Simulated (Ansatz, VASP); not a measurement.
**H in VASP and in Ansatz**

INCAR

```
  PREC = Accurate
  ENCUT = 600
  EDIFF = 1E-7
  ISMEAR = 0
  SIGMA = 0.1
  LREAL = False
  LASPH = True
  NELM = 80
  ALGO = Normal
  ISIF = 3
  LWAVE = False
  LCHARG = False
  GGA = PS
  IBRION = 2
  NSW = 90
  EDIFFG = -0.04
```

File KPOINTS:

```
Automatic mesh
0
Gamma
  8 8 8
```

POSCAR

```
H
1.0
    0.0000000000      1.7206578369      1.7206578369
    1.7206578369      0.0000000000      1.7206578369
    1.7206578369      1.7206578369      0.0000000000
H
1
Direct
    0.0000000000      0.0000000000      0.0000000000
```

Input for Ansatz:

```yaml
crystal:
  lattice:
    - [0.0, 1.7206578369, 1.7206578369]
    - [1.7206578369, 0.0, 1.7206578369]
    - [1.7206578369, 1.7206578369, 0.0]
  atoms:
    - { symbol: H, position: [0.0, 0.0, 0.0] }
basis:
  ecutwfc: 420
kpoints:
  mp_grid: { grid: [8, 8, 8] }
hamiltonian:
  xc: pbesol
scf:
  occupations: { method: gaussian, width: 0.1 }
  lower_state_search: "off"
output:
  forces: true
  stress: true
  eigenvalues: true
relax:
  adjacent_minimum: "off"
  f_tol: 0.04
  max_steps: 70
  cell: { stress_tol: 0.4 }
```

Alike in both runs: task relaxation of cell and atoms; functional PBEsol; k mesh 8 × 8 × 8; occupations gaussian, width 0.1 eV; no spin polarisation.

```csv
,VASP,Ansatz
version,VASP 6.6.1,Ansatz 0.2.0
potentials or method,"VASP PAW PBE potentials, release 64 (H), cutoff 600 eV","scalar-relativistic, plane waves, PAW"
valence electrons in the cell,1,1
```

Ansatz gave:

| Quantity | Value |
| --- | --- |
| gap on the k mesh at the Fermi level, each at its own relaxed structure (eV) | none |
| relaxed volume (Å³/atom) | 2.92 |
| relaxed length of the cell vector where the two differ most in proportion (Å) | 1.605 |

Which values does VASP return?

gap on the k mesh at the Fermi level, each at its own relaxed structure (eV): none; relaxed volume (Å³/atom): 2.93; relaxed length of the cell vector where the two differ most in proportion (Å): 1.607.

VASP's potentials were made for PBE, not for PBEsol. A gap of «none» marks a metal or a gap that the smearing closes.

The k mesh is coarse, so the values compare programs but aren't converged. Noted on VASP's run: the volume moved by over 15 % at a fixed basis, so the end points are rough.
